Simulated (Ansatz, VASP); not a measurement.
## One calculation of Rb3Pt, two programs

File INCAR:

```
SYSTEM = Rb3Pt
ALGO = Normal ; EDIFF = 1E-6
ENCUT = 520 ; GGA = PS
ISIF = 2 ; ISMEAR = 1
LASPH = .True. ; LCHARG = .True.
LELF = .True. ; LREAL = .False.
LVHAR = .True. ; LWAVE = .False.
NBANDS = 26 ; NELM = 100
PREC = Accurate ; SIGMA = 0.01
```

KPOINTS

```
k-points
0
Gamma
  4 4 4
  0 0 0
```

POSCAR

```
Rb3Pt
1.0
    5.4987900000      0.0000000000      0.0000000000
    0.0000000000      5.4987900000      0.0000000000
    0.0000000000      0.0000000000      5.4987900000
Rb Pt
3 1
Direct
    0.0000000000      0.0000000000      0.5000000000
    0.0000000000      0.5000000000      0.0000000000
    0.5000000000      0.0000000000      0.0000000000
    0.5000000000      0.5000000000      0.5000000000
```

Input for Ansatz:

```yaml
crystal:
  lattice:
    bravais: cubic
    a: 5.49879
  space_group: 221
  atoms:
    - { symbol: Rb, position: [0.0, 0.0, 0.5] }
    - { symbol: Pt, position: [0.5, 0.5, 0.5] }
kpoints:
  mp_grid:
    grid: [4, 4, 4]
hamiltonian:
  xc: pbesol
  pseudopotentials:
    kind: all_electron
    lapw: {}
scf:
  max_iter: 80
  n_extra_bands: 16
  lower_state_search: light
  mixing:
    algorithm: broyden
    beta: 0.4
    ndim: 8
  occupations:
    method: methfessel_paxton
    width: 0.01
output:
  forces: true
  stress: true
  eigenvalues: true
```

Alike in both runs: task single point; functional PBEsol; k mesh 4 × 4 × 4; occupations methfessel-paxton of order 1, width 0.01 eV; no spin polarisation.

|  | VASP | Ansatz |
| --- | --- | --- |
| version | VASP 6.6.1 | Ansatz 0.2.0 |
| potentials or method | VASP PAW PBE potentials, release 64 (Rb_sv, Pt), cutoff 520 eV | all-electron (LAPW or listed datasets) |

|  | VASP | Ansatz | Ansatz less VASP |
| --- | --- | --- | --- |
| gap on the k mesh at the Fermi level (eV) | none | none | - |
| pressure (GPa) | -1.1 | -1.1 | -0.03 |

VASP's potentials were made for PBE, not for PBEsol. A gap of «none» marks a metal or a gap that the smearing closes. Ansatz ran all-electron here, and VASP with PAW potentials.

Spin-orbit coupling is off throughout.
